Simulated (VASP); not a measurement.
Write the native input for VASP 6.6.1 that does the following.

```
Task                   : single point
Functional             : PBE
Potentials or basis    : VASP PAW PBE potentials, release 64 (Al, N)
Cutoff                 : 520 eV
k mesh                 : 6 × 6 × 6
Occupations            : gaussian, width 0.05 eV
Spin                   : no spin polarisation
Dipole correction      : no
Further INCAR settings : ALGO = Normal; EDIFF = 1e-07; NBANDS = 26
```

The structure of AlN lies in POSCAR:

```
AlN
1.0
    4.4025164325      0.0000000000      0.0000000000
    0.0000000000     -4.4025164325      0.0000000000
    0.0000000000      0.0000000000     -4.4025164325
Al N
4 4
Direct
   -0.0607121785     -0.1430999769     -0.0607121785
    0.5000000000      0.5000000000      0.0000000000
    0.5000000000      0.0000000000      0.5000000000
    0.0000000000      0.5000000000      0.5000000000
    0.7500000000      0.7500000000      0.7500000000
    0.2500000000      0.2500000000      0.7500000000
    0.2500000000      0.7500000000      0.2500000000
    0.7500000000      0.2500000000      0.2500000000
```

This cell differs from its parent crystal: atom 1 (Al) moved by -0.378 Å along [1 1 0] and +0.630 Å along [0 0 1].

These files were run (other wordings do the same):

INCAR

```
SYSTEM = AlN
PREC = Accurate
ENCUT = 520
EDIFF = 1E-7
ISMEAR = 0
SIGMA = 0.05
LREAL = .FALSE.
LASPH = .TRUE.
NELM = 80
ALGO = Normal
ISIF = 2
LWAVE = .FALSE.
LCHARG = .FALSE.
GGA = PE
NBANDS = 26
```

KPOINTS

```
Automatic mesh
0
G
  6 6 6
  0 0 0
```

Potentials or basis: VASP PAW PBE potentials, release 64 (Al, N).

Launch:

```sh
$ cat potpaw_PBE.64/Al/POTCAR potpaw_PBE.64/N/POTCAR > POTCAR
$ mpirun -np 1 vasp_std > vasp.out
```

It gave:

- Pressure: 32.1 GPa
- Largest force: 48.862 eV/Å
- Band gap on the k mesh: 1.01 eV (least direct gap 1.19 eV)

Caveat: the cell differs from its parent crystal (atom 1 (Al) moved by -0.378 Å along [1 1 0] and +0.630 Å along [0 0 1]); atoms lie so close that the PAW spheres overlap strongly, which falsifies energies and pressures; the cell stands under pressure; forces of over 1 eV/Å act on the atoms, so gaps and moduli don't describe the material at rest.

Wall time 76 s on 1 thread of Intel(R) Xeon(R) 6975P-C (Granite Rapids) (shared host), peak memory 0.26 GiB.
